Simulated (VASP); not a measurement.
# K (P6/mmm) in VASP: further runs

K is run at these levels: LDA; tasks: relaxation of cell and atoms.

Everything below comes from runs of VASP 6.6.1. Logs are shortened: lines on timing, memory, paths and dates and some standing lists are left out, and cuts for length are marked.

### Step 1. The cell of the first run

The structure is hexagonal, space group P6/mmm (No. 191). Conventional cell: a = 4.333 Å, b = 4.333 Å, c = 4.054 Å, α = 90.00°, β = 90.00°, γ = 120.00°. Within 5.3 Å of K (site symmetry 6/mmm) lie 8 K at 4.05 to 4.33 Å.

This isn't the form of K at room conditions, which is bcc.

### Step 2. Relaxation of cell and atoms, LDA, target pressure 0.041 GPa, at which the enthalpy is minimised

Input file INCAR:

```
PREC = Accurate ; ENCUT = 600
EDIFF = 1E-7 ; ISMEAR = -1
SIGMA = 0.05 ; LREAL = False
LASPH = True ; NELM = 60
ALGO = Normal ; ISIF = 3
LWAVE = False ; LCHARG = False
GGA = CA ; IBRION = 2
NSW = 32 ; EDIFFG = -0.005
PSTRESS = 0.41000000000000003
```

Input file KPOINTS:

```
Automatic mesh
0
Gamma
  10 10 10
```

Input file POSCAR:

```
K
1.0
    4.3326240497      0.0000000000      0.0000000000
   -2.1663120248      3.7521624921      0.0000000000
    0.0000000000      0.0000000000      4.0536957687
K
1
Direct
    0.0000000000      0.0000000000      0.0000000000
```

Potentials or basis: VASP PAW LDA potentials, release 64 (K_sv).

The run is started by

```
$ cat potpaw_LDA.64/K_sv/POTCAR > POTCAR
$ mpirun -np 1 vasp_std > vasp.out
```

OUTCAR:

```text
PREC = Accurate
   ENCUT = 600
   EDIFF = 1E-7
   ISMEAR = -1
   LREAL = False
   LASPH = True
   NELM = 60
   ISIF = 3
   GGA = CA
   IBRION = 2
   NSW = 32
   EDIFFG = -0.005
   PSTRESS = 0.41000000000000003

 ion  position               nearest neighbor table
   1  0.000  0.000  0.000-

  LATTYP: Found a hexagonal cell.
 ALAT       =     4.3326240497
 C/A-ratio  =     0.9356213976

  Lattice vectors:

 A1 = (   4.3326240497,   0.0000000000,   0.0000000000)
 A2 = (  -2.1663120248,   3.7521624921,   0.0000000000)
 A3 = (   0.0000000000,   0.0000000000,   4.0536957687)

Analysis of symmetry for initial positions (statically):
=====================================================================
 Subroutine PRICEL returns:
 Original cell was already a primitive cell.

 Routine SETGRP: Setting up the symmetry group for a
 hexagonal supercell.

 Subroutine GETGRP returns: Found 24 space group operations
 (whereof 24 operations were pure point group operations)
 out of a pool of 24 trial point group operations.

The static configuration has the point symmetry D_6h.

Analysis of symmetry for dynamics (positions and initial velocities):
=====================================================================
 Subroutine PRICEL returns:
 Original cell was already a primitive cell.

 Routine SETGRP: Setting up the symmetry group for a
 hexagonal supercell.

 Subroutine GETGRP returns: Found 24 space group operations
 (whereof 24 operations were pure point group operations)
 out of a pool of 24 trial point group operations.

The dynamic configuration has the point symmetry D_6h.

 Subroutine INISYM returns: Found 24 space group operations
 (whereof 24 operations are pure point group operations),
 and found     1 'primitive' translations

----------------------------------------------------------------------------------------

                                     Primitive cell

  volume of cell :      65.8998

  direct lattice vectors                    reciprocal lattice vectors
     4.332624050  0.000000000  0.000000000     0.230807009  0.133256489  0.000000000
    -2.166312025  3.752162492  0.000000000     0.000000000  0.266512978  0.000000000
     0.000000000  0.000000000  4.053695769     0.000000000  0.000000000  0.246688468

  length of vectors
     4.332624050  4.332624050  4.053695769     0.266512978  0.266512978  0.246688468

  position of ions in fractional coordinates (direct lattice)
     0.000000000  0.000000000  0.000000000

  ion indices of the primitive-cell ions
[... 80 lines left out ...]
   ISIF   =      3    stress and relaxation
   ISYM   =      2    0-nonsym 1-usesym 2-fastsym
   POTIM  = 0.5000    time-step for ionic-motion
   TEBEG  =    0.0;   TEEND  =   0.0 temperature during run
   PSTRESS=    0.4 pullay stress
   NELECT =       9.0000    total number of electrons
   NUPDOWN=      -1.0000    fix difference up-down
   EMIN   =  10.00;   EMAX   =-10.00  energy-range for DOS
   EFERMI =   0.00;   METHOD = LEGACY
   ISMEAR =    -1;   SIGMA  =   0.05  broadening in eV -4-tet -1-fermi 0-gaus
   EFERMI_NEDOS =   21; number of points for ismear=-14 and -15
   IALGO  =     38    algorithm
   IMIX   =      4    mixing-type and parameters
     AMIX     =   0.40;   BMIX     =  1.00
     AMIX_MAG =   1.60;   BMIX_MAG =  1.00
  volume/ion in A,a.u.               =      65.90       444.71
  Fermi-wavevector in a.u.,A,eV,Ry     =   0.843065  1.593162  9.670458  0.710759
  Thomas-Fermi vector in A             =   1.957873
   LORBIT       =      0    0 simple, 1 ext, 2 COOP (PROOUT), +10 PAW based schemes
   GGA     = CA    functional components
   LHFCALC =     F    Hartree Fock is set to
   AEXX    =    0.0000 exact exchange contribution
   IVDW    =     0    specifies the selected vdW correction
   LEPSILON=     F    determine dielectric tensor
   LRPA    =     F    only Hartree local field effects (RPA)
 conjugate gradient relaxation of ions
 non-spin polarized calculation
  energy-cutoff  :      600.00
  volume of cell :       65.90
 maximum number of plane-waves:      2228
 NGX is ok and might be reduce to    36
   NGX = 17   NGY = 17   NGZ = 17

 number of electron       9.0000001 magnetization

 Free energy of the ion-electron system (eV)
  ---------------------------------------------------
  ext. energy  EPLUGINS =         0.00000000
  ---------------------------------------------------
  free energy    TOTEN  =        -1.10507775 eV

  energy without entropy =       -1.09700513  energy(sigma->0) =       -1.10104144

 E-fermi :  -0.0438     XC(G=0):  -6.1533

 val. band max:       -0.0555554957   @ k =   0.2000   0.1000   0.4000
 cond. band min:      -0.0430308524   @ k =   0.4000   0.1000   0.0000
 fundamental gap:      0.0125246433
 Fermi energy:        -0.0437733305

 k-point     1 :       0.0000    0.0000    0.0000
  band No.  band energies     occupation
      1     -31.9039      2.00000
      2     -15.5635      2.00000
      3     -15.5635      2.00000
      4     -15.5571      2.00000
      5      -2.3760      2.00000
      6       2.8401      0.00000
      7       4.1101      0.00000
      8       4.1101      0.00000
[... 243 lines left out ...]
 k-point    24 :       0.4000    0.1000    0.1000
  band No.  band energies     occupation
      1     -31.8946      2.00000
      2     -15.6783      2.00000
      3     -15.5975      2.00000
      4     -15.5585      2.00000
      5       0.0481      0.27480
      6       0.9596      0.00000
      7       2.8317      0.00000
      8       4.6308      0.00000

 [... further k-points ...]

------------------------ aborting loop because EDIFF is reached ----------------------------------------

  FORCE on cell =-STRESS in cart. coord.  units (eV):
  Direction    XX          YY          ZZ          XY          YZ          ZX
  --------------------------------------------------------------------------------------
  -------------------------------------------------------------------------------------
  Total        0.0147805      0.0147805      0.0142141      0.0000000      0.0000000     -0.0000000
  in kB        0.3593489      0.3593489      0.3455769      0.0000000      0.0000000     -0.0000000
  external PRESSURE =      -0.0552417 kB  Pullay stress =       0.4100000 kB

 VOLUME and BASIS-vectors are now :
 -----------------------------------------------------------------------------
  energy-cutoff  :      600.00
  volume of cell :       65.90
      direct lattice vectors                 reciprocal lattice vectors
     4.332624050  0.000000000  0.000000000     0.230807009  0.133256489  0.000000000
    -2.166312025  3.752162492  0.000000000     0.000000000  0.266512978  0.000000000
     0.000000000  0.000000000  4.053695769     0.000000000  0.000000000  0.246688468

 POSITION                                       TOTAL-FORCE (eV/Angst)
 -----------------------------------------------------------------------------------
      0.00000      0.00000      0.00000         0.000000      0.000000      0.000000
 -----------------------------------------------------------------------------------
    total drift:                                0.000000     -0.000000     -0.000000

  FREE ENERGIE OF THE ION-ELECTRON SYSTEM (eV)
  ---------------------------------------------------
  free  energy   TOTEN  =        -1.1050777496 eV

  energy  without entropy=       -1.0970051337  energy(sigma->0) =       -1.10104144

  enthalpy is  TOTEN    =        -1.0882138864 eV   P V=        0.0168638632

 reached required accuracy - stopping structural energy minimisation
```

It took 30 s on 1 thread of Intel Xeon Platinum 8488C (Sapphire Rapids), shared host; peak memory 0.19 GiB.

Results:

| Property | Result |
| --- | --- |
| Free energy | -1.1051 eV |
| Pressure after relaxing | 0.0 GPa |
| Band gap on the k mesh | zero (an odd number of electrons rules out a gap without spin polarisation) |

Final structure:
```yaml
crystal:
  lattice:
    - [4.33262, 0.00000, 0.00000]
    - [-2.16631, 3.75216, 0.00000]
    - [0.00000, 0.00000, 4.05370]
  atoms:
    - { symbol: K, position: [0.00000, 0.00000, 0.00000] }
```

Levels at points of the mesh, in eV from the Fermi level:
```
           k point  band 2  band 3  band 4  band 5  band 6  band 7  band 8
(0.00, 0.00, 0.00)  -15.52  -15.52  -15.51   -2.33    2.88    4.15    4.15
(0.50, 0.00, 0.00)  -15.64  -15.55  -15.50    0.22    0.57    2.93    4.91
(0.00, 0.00, 0.50)  -15.67  -15.51  -15.51   -0.12    0.25    4.68    4.68
(0.50, 0.00, 0.50)  -15.65  -15.62  -15.53    1.22    2.15    2.82    2.92
```

Caveat: the cell is relaxed towards a set pressure, so the run minimises the enthalpy, not the energy.

### Step 3. Relaxation of cell and atoms, LDA, target pressure 0.041 GPa, at which the enthalpy is minimised

This run uses another cell than the first one, of 66.26 Å³/atom.

Input file INCAR:

```
  PREC = Accurate
  ENCUT = 600
  EDIFF = 1E-6
  ISMEAR = -1
  SIGMA = 0.05
  LREAL = False
  LASPH = True
  NELM = 80
  ALGO = Normal
  ISIF = 3
  LWAVE = False
  LCHARG = False
  IBRION = 2
  NSW = 60
  EDIFFG = -0.005
  PSTRESS = 0.41000000000000003
```

KPOINTS is that of step 2.

Input file POSCAR:

```
K
1.0
    4.3336570720      0.0000000000      0.0000000000
   -2.1668285360      3.7530571156      0.0000000000
    0.0000000000      0.0000000000      4.0736376477
K
1
Direct
    0.0000000000      0.0000000000      0.0000000000
```

Potentials or basis: VASP PAW LDA potentials, release 64 (K_sv).

The run is started by

```
$ cat potpaw_LDA.64/K_sv/POTCAR > POTCAR
$ mpirun -np 1 vasp_std > vasp.out
```

It took 90 s on 1 thread of Intel Xeon Platinum 8488C (Sapphire Rapids), shared host; peak memory 0.2 GiB.

It converged, with:

* Free energy: -1.1051 eV
* Relaxed volume: 65.83 Å³/atom
* Relaxed cell: a = 4.330 Å, b = 4.330 Å, c = 4.055 Å, α = 90.00°, β = 90.00°, γ = 120.00°
* Space group after relaxing (to 0.1 Å): P6/mmm (No. 191)
* Energy change on relaxing (the run minimises the enthalpy): +0.1 meV/atom
* Ionic steps: 5
* Pressure after relaxing: 0.0 GPa
* Band gap on the k mesh: zero (an odd number of electrons rules out a gap without spin polarisation)

Final structure:
```xyz
1
Lattice="4.3295 0.0000 0.0000 -2.1648 3.7495 0.0000 0.0000 0.0000 4.0554" Properties=species:S:1:pos:R:3 pbc="T T T"
K     0.0000    0.0000    0.0000
```

Levels at points of the mesh, in eV from the Fermi level:
| k point | band 3 | band 4 | band 5 | band 6 | band 7 | band 8 |
| --- | --- | --- | --- | --- | --- | --- |
| (0.00, 0.00, 0.00) | -15.52 | -15.51 | -2.33 | 2.88 | 4.16 | 4.16 |
| (0.50, 0.00, 0.00) | -15.55 | -15.50 | 0.22 | 0.57 | 2.93 | 4.90 |
| (0.00, 0.00, 0.50) | -15.51 | -15.51 | -0.12 | 0.25 | 4.68 | 4.68 |
| (0.50, 0.00, 0.50) | -15.62 | -15.53 | 1.21 | 2.15 | 2.82 | 2.92 |

Caveat: the cell is relaxed towards a set pressure, so the run minimises the enthalpy, not the energy.
